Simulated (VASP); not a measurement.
# CuI (Marshite) (F-43m) in VASP: a series of runs, part 2 of 2

VASP 6.6.1. Earlier steps stand in the parts before.

### Step 4. Relaxation of cell and atoms, PBEsol+D4

The input, INCAR:

```
  ALGO = Normal
  EDIFF = 1E-7
  EDIFFG = -0.01
  ENCUT = 600
  GGA = PS
  IBRION = 2
  ISIF = 3
  ISMEAR = -1
  IVDW = 13
  LASPH = True
  LCHARG = False
  LREAL = False
  LWAVE = False
  NELM = 60
  NSW = 60
  PREC = Accurate
  SIGMA = 0.05
```

The input, KPOINTS:

```
k-points
0
Gamma
  8 8 8
```

The input, POSCAR:

```
CuI
1.0
    0.0000000000      3.0315000000      3.0315000000
    3.0315000000      0.0000000000      3.0315000000
    3.0315000000      3.0315000000      0.0000000000
I Cu
1 1
Direct
    0.0000000000      0.0000000000      0.0000000000
    0.7500000000      0.7500000000      0.7500000000
```

Potentials or basis: VASP PAW PBE potentials, release 64 (I, Cu).

The run is started by

```console
cat potpaw_PBE.64/I/POTCAR potpaw_PBE.64/Cu/POTCAR > POTCAR
mpirun -np 1 vasp_std > vasp.out
```

OUTCAR:

```text
EDIFF = 1E-7
   EDIFFG = -0.01
   ENCUT = 600
   GGA = PS
   IBRION = 2
   ISIF = 3
   ISMEAR = -1
   IVDW = 13
   LASPH = True
   LREAL = False
   NELM = 60
   NSW = 60
   PREC = Accurate

 ion  position               nearest neighbor table
   1  0.000  0.000  0.000-   2 2.63   2 2.63   2 2.63   2 2.63
   2  0.750  0.750  0.750-   1 2.63   1 2.63   1 2.63   1 2.63

  LATTYP: Found a face centered cubic cell.
 ALAT       =     6.0630000000

  Lattice vectors:

 A1 = (   0.0000000000,   3.0315000000,   3.0315000000)
 A2 = (   3.0315000000,   0.0000000000,   3.0315000000)
 A3 = (   3.0315000000,   3.0315000000,   0.0000000000)

Analysis of symmetry for initial positions (statically):
=====================================================================
 Subroutine PRICEL returns:
 Original cell was already a primitive cell.

 Routine SETGRP: Setting up the symmetry group for a
[... 188 lines left out ...]
      9       4.2830      1.99997
     10       5.3114      0.00015
     11       9.1109      0.00000
     12       9.1109      0.00000
     13       9.1109      0.00000
[... 447 lines left out ...]
--------------------------------------- Ionic step        3  -------------------------------------------

 number of electron      17.9999999 magnetization

 Free energy of the ion-electron system (eV)
  ---------------------------------------------------
  ext. energy  EPLUGINS =         0.00000000
  ---------------------------------------------------
  free energy    TOTEN  =        -6.31602962 eV

  energy without entropy =       -6.31602958  energy(sigma->0) =       -6.31602960

 E-fermi :   5.9014     XC(G=0):  -9.5326

 val. band max:        5.2349094215   @ k =   0.0000   0.0000   0.0000
 cond. band min:       6.4971240202   @ k =   0.0000   0.0000   0.0000
 fundamental gap:      1.2622145987
 Fermi energy:         5.9014220164

 k-point     1 :       0.0000    0.0000    0.0000
  band No.  band energies     occupation
      1      -9.2659      2.00000
      2       1.1826      2.00000
      3       1.1826      2.00000
      4       1.1826      2.00000
      5       2.9841      2.00000
      6       2.9841      2.00000
      7       5.2349      2.00000
      8       5.2349      2.00000
      9       5.2349      2.00000
     10       6.4971      0.00001
     11       9.9667      0.00000
     12       9.9667      0.00000
     13       9.9667      0.00000
[... 401 lines left out ...]
  FREE ENERGIE OF THE ION-ELECTRON SYSTEM (eV)
  ---------------------------------------------------
  free  energy   TOTEN  =        -6.7792973925 eV

  energy  without entropy=       -6.7792973558  energy(sigma->0) =       -6.77929737

 reached required accuracy - stopping structural energy minimisation
```

OSZICAR:

```text
N       E                     dE             d eps       ncg     rms          rms(c)
DAV:   1     0.104538464351E+03    0.10454E+03   -0.84242E+03   754   0.167E+03
DAV:   2     0.170847197967E+01   -0.10283E+03   -0.95844E+02   764   0.279E+02
DAV:   3    -0.631505281524E+01   -0.80235E+01   -0.78427E+01  1038   0.851E+01
DAV:   4    -0.657865856075E+01   -0.26361E+00   -0.26334E+00   817   0.138E+01
[... 36 lines left out ...]
DAV:   5    -0.631604911787E+01    0.27728E-04   -0.58647E-05  1088   0.186E-01    0.548E-02
DAV:   6    -0.631603047316E+01    0.18645E-04   -0.18272E-05  1176   0.794E-02    0.131E-02
DAV:   7    -0.631602944755E+01    0.10256E-05   -0.46921E-06  1224   0.655E-02    0.616E-03
DAV:   8    -0.631602958966E+01   -0.14211E-06   -0.68435E-07   779   0.752E-03    0.225E-03
DAV:   9    -0.631602961713E+01   -0.27476E-07   -0.30976E-08   407   0.222E-03
   3 F= -.67792974E+01 E0= -.67792974E+01  d E =-.559215E-01
```

CONTCAR:

```text
CuI
   1.00000000000000
    -0.0000000000000000    2.9475088670762095    2.9475088670762095
     2.9475088670762095    0.0000000000000000    2.9475088670762095
     2.9475088670762095    2.9475088670762095    0.0000000000000000
  I               Cu
     1     1
Direct
     0.0000000000000000    0.0000000000000000    0.0000000000000000
     0.7500000000000000    0.7500000000000000    0.7500000000000000

  0.00000000E+00  0.00000000E+00  0.00000000E+00
  0.00000000E+00  0.00000000E+00  0.00000000E+00
```

Wall time 59 s (1 thread of Intel Xeon Platinum 8488C (Sapphire Rapids), shared host); peak memory 0.22 GiB.

Results:

- Free energy: -6.7793 eV
- Relaxed volume: 25.61 Å³/atom
- Relaxed cell: a = 4.168 Å, b = 4.168 Å, c = 4.168 Å, α = 60.00°, β = 60.00°, γ = 60.00°
- Space group after relaxing (to 0.05 Å): F-43m (No. 216)
- Energy gained by relaxing: 28.0 meV/atom
- Ionic steps: 3
- Pressure after relaxing: 0.0 GPa
- Band gap on the k mesh: 1.26 eV, direct
- Dispersion energy per atom: -0.232 eV

Step by step:
```
step  energy change (eV)  largest force (eV/Å)  pressure (GPa)  volume (Å³)
   1              0.0000                0.0000           -3.61        55.72
   2             -0.0554                0.0000            0.46        50.81
   3             -0.0559                0.0000           -0.02        51.21
```

Final structure:
```xyz
2
Lattice="0.0000 2.9475 2.9475 2.9475 0.0000 2.9475 2.9475 2.9475 0.0000" Properties=species:S:1:pos:R:3 pbc="T T T"
I     0.0000    0.0000    0.0000
Cu    4.4213    4.4213    4.4213
```

Caveat: the PAW data sets were made with another functional, which shifts forces and pressure a little; spin-orbit coupling is left out, which moves the levels of the heavy elements. Expect the measured gap to be larger: semilocal functionals such as PBEsol lack the derivative discontinuity.

### Step 5. Single point, PBEsol+D3(BJ)

This run uses another cell than the first one, of 25.15 Å³/atom, 0.903 times its volume.

The input, INCAR:

```
SYSTEM = CuI
  ALGO = Normal
  EDIFF = 1E-6
  ENCUT = 520
  GGA = PS
  ISIF = 2
  ISMEAR = -1
  IVDW = 12
  LASPH = .TRUE.
  LCHARG = .FALSE.
  LREAL = .FALSE.
  LWAVE = .FALSE.
  NBANDS = 16
  NELM = 60
  PREC = Accurate
  SIGMA = 0.05
```

The input, KPOINTS:

```
k-points
0
G
  8 8 8
  0 0 0
```

The input, POSCAR:

```
CuI
1.0
    0.0000000000      2.9299693771      2.9299693771
    2.9299693771      0.0000000000      2.9299693771
    2.9299693771      2.9299693771      0.0000000000
I Cu
1 1
Direct
    0.0000000000      0.0000000000      0.0000000000
    0.7500000000      0.7500000000      0.7500000000
```

The run is started by

```console
cat potpaw_PBE.64/I/POTCAR potpaw_PBE.64/Cu/POTCAR > POTCAR
mpirun -np 1 vasp_std > vasp.out
```

It took 8.3 s on 1 thread of Intel Xeon 6975P-C (Granite Rapids), shared host; peak memory 0.19 GiB.

It converged, with:

```
Free energy                : -7.0114 eV
Pressure                   : 0.5 GPa
Band gap on the k mesh     : 1.32 eV, direct
Dispersion energy per atom : -0.353 eV
```

Levels at points of the mesh, in eV from the valence-band top:
| k point | band 6 | band 7 | band 8 | band 9 | band 10 | band 11 | band 12 | band 13 |
| --- | --- | --- | --- | --- | --- | --- | --- | --- |
| (0.00, 0.00, 0.00) | -2.34 | 0.00 | 0.00 | 0.00 | 1.32 | 4.71 | 4.71 | 4.71 |
| (0.50, 0.00, 0.00) | -2.31 | -2.26 | -0.89 | -0.89 | 2.16 | 5.28 | 5.28 | 7.36 |
| (0.50, 0.50, 0.00) | -2.26 | -2.24 | -1.91 | -1.91 | 2.39 | 2.77 | 9.83 | 10.25 |

Caveat: the PAW data sets were made with another functional, which shifts forces and pressure a little; spin-orbit coupling is left out, which moves the levels of the heavy elements.

### Step 6. Single point, PBEsol+D3(BJ)

This run uses another cell than the first one, of 25.30 Å³/atom, 0.908 times its volume.

The input, INCAR:

```
SYSTEM = CuI
PREC = Accurate
ENCUT = 520
EDIFF = 1E-7
ISMEAR = -1
SIGMA = 0.05
LREAL = .False.
LASPH = .True.
NELM = 60
ALGO = Normal
ISIF = 2
LWAVE = .False.
LCHARG = .False.
GGA = PS
IVDW = 12
NBANDS = 16
```

The input, KPOINTS:

```
regular mesh
0
Gamma
  8 8 8
  0 0 0
```

The input, POSCAR:

```
CuI
1.0
    0.0000000000      2.9355148130      2.9355148130
    2.9355148130      0.0000000000      2.9355148130
    2.9355148130      2.9355148130      0.0000000000
I Cu
1 1
Direct
    0.0000000000      0.0000000000      0.0000000000
    0.7500000000      0.7500000000      0.7500000000
```

Potentials or basis: VASP PAW PBE potentials, release 64 (I, Cu).

The run is started by

```console
cat potpaw_PBE.64/I/POTCAR potpaw_PBE.64/Cu/POTCAR > POTCAR
mpirun -np 1 vasp_std > vasp.out
```

Run time: 11 s. Hardware: 1 thread of Intel Xeon 6975P-C (Granite Rapids), shared host; peak memory 0.19 GiB.

The run converged. Its results:

```yaml
Free_energy: -7.0114 eV
Pressure: -0.2 GPa
Band_gap_on_the_k_mesh: 1.30 eV, direct
Dispersion_energy_per_atom: -0.351 eV
```

Levels at points of the mesh, in eV from the valence-band top:
```tsv
k point	band 6	band 7	band 8	band 9	band 10	band 11	band 12	band 13
(0.00, 0.00, 0.00)	-2.31	0.00	0.00	0.00	1.30	4.72	4.72	4.72
(0.50, 0.00, 0.00)	-2.28	-2.23	-0.88	-0.88	2.16	5.28	5.28	7.36
(0.50, 0.50, 0.00)	-2.23	-2.21	-1.88	-1.88	2.40	2.77	9.78	10.22
```

Caveat: three body term missing; the PAW data sets were made with another functional, which shifts forces and pressure a little; spin-orbit coupling is left out, which moves the levels of the heavy elements.

### Step 7. Overview

```tsv
task	level	cell	cutoff (eV)	gap on the mesh (eV)	pressure (GPa)	relaxed volume (Å³/atom)
relaxation of cell and atoms	PBEsol	relaxed from a = 4.287 Å, angles 60.0°, 2 atoms	600	1.18	0.0	26.30
relaxation of cell and atoms	PBEsol+D3(BJ)	relaxed from a = 4.287 Å, angles 60.0°, 2 atoms	600	1.31	0.0	25.17
relaxation of cell and atoms	PBEsol+D4	relaxed from a = 4.287 Å, angles 60.0°, 2 atoms	600	1.26	0.0	25.61
single point	PBEsol+D3(BJ)	a = 4.144 Å, angles 60.0°, 2 atoms	520	1.32	0.5	-
single point	PBEsol+D3(BJ)	a = 4.151 Å, angles 60.0°, 2 atoms	520	1.30	-0.2	-
```

Alike in all rows: potentials or basis VASP PAW PBE potentials, release 64 (I, Cu); no spin polarisation; k mesh 8 × 8 × 8; smearing fermi-dirac 0.05 eV.

Caveats: the PAW data sets were made with another functional, which shifts forces and pressure a little; spin-orbit coupling is left out, which moves the levels of the heavy elements; three body term missing (some runs).

Absolute energies hang on the potentials; compare differences alone.
